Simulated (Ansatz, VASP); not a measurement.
Two plane-wave programs on LiF

```
Li F
1.0
     3.09339    0.00000    0.00000
    -1.54669    2.67895    0.00000
     0.00000    0.00000    4.75634
Li F
2 2
Direct
  0.33333 0.66667 0.38398
  0.66667 0.33333 0.88398
  0.33333 0.66667 0.99102
  0.66667 0.33333 0.49102
```

Alike in both runs: task single point; functional LDA; k mesh 9 × 9 × 6; occupations gaussian, width 0.05 eV; no spin polarisation.

|  | VASP | Ansatz |
| --- | --- | --- |
| version | VASP 6.6.1 | Ansatz 0.2.0 |
| potentials or method | VASP PAW LDA potentials, release 64 (Li_sv, F), cutoff 520 eV | scalar-relativistic, plane waves, PAW |
| valence electrons in the cell | 20 | 20 |

VASP gave:

- gap on the k mesh at the Fermi level (eV): 7.48
- least direct gap on the mesh (eV): 7.48
- rms of the force components (eV/Å): 0.009

Problem. Estimate Ansatz's values.

Solution. gap on the k mesh at the Fermi level (eV): 7.50; least direct gap on the mesh (eV): 7.50; rms of the force components (eV/Å): 0.009.

LDA's correlation is that of Perdew and Zunger in VASP and of Perdew and Wang (1992) in Ansatz. Atom by atom the forces differ by 0.001 eV/Å (rms over components).

Noted on VASP's run: the cutoff is short for stress, so the pressure is rough.
